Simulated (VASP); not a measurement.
Ti4Se, 5 atoms in the cell. It takes space group I-42m (No. 121, tetragonal). Conventional cell: a = 5.406 Å, b = 5.406 Å, c = 6.104 Å, α = 90.00°, β = 90.00°, γ = 90.00°. Within 3.3 Å of Ti (site symmetry m) lie 2 Se at 2.51 to 2.62 Å and 9 Ti at 2.75 to 3.17 Å. Within 3.3 Å of Se (site symmetry -42m) lie 8 Ti at 2.51 to 2.62 Å. The cell was built from a structure type or drawn by symmetry, and may not be a known phase.

- Program: VASP 6.6.1
- Task: single point
- Functional: PBE
- Potentials or basis: VASP PAW PBE potentials, release 64 (Ti_sv, Se)
- Cutoff: 520 eV
- k mesh: 10 × 10 × 10
- Occupations: gaussian, width 0.1 eV
- Spin: no spin polarisation
- Dipole correction: no
- Further INCAR settings: ALGO = Normal; EDIFF = 1e-06; NBANDS = 35

Potentials or basis: VASP PAW PBE potentials, release 64 (Ti_sv, Se).

Run with:

```sh
$ cat potpaw_PBE.64/Ti_sv/POTCAR potpaw_PBE.64/Se/POTCAR > POTCAR
$ mpirun -np 1 vasp_std > vasp.out
```

Hardware: 1 thread of Intel(R) Xeon(R) 6975P-C (Granite Rapids), on a shared host.

How long does it take, and how much memory?

It took 110 s on 1 thread of Intel(R) Xeon(R) 6975P-C (Granite Rapids), with other jobs on the host, peak memory 0.38 GiB. Counts: scf iterations 14, k points 102.
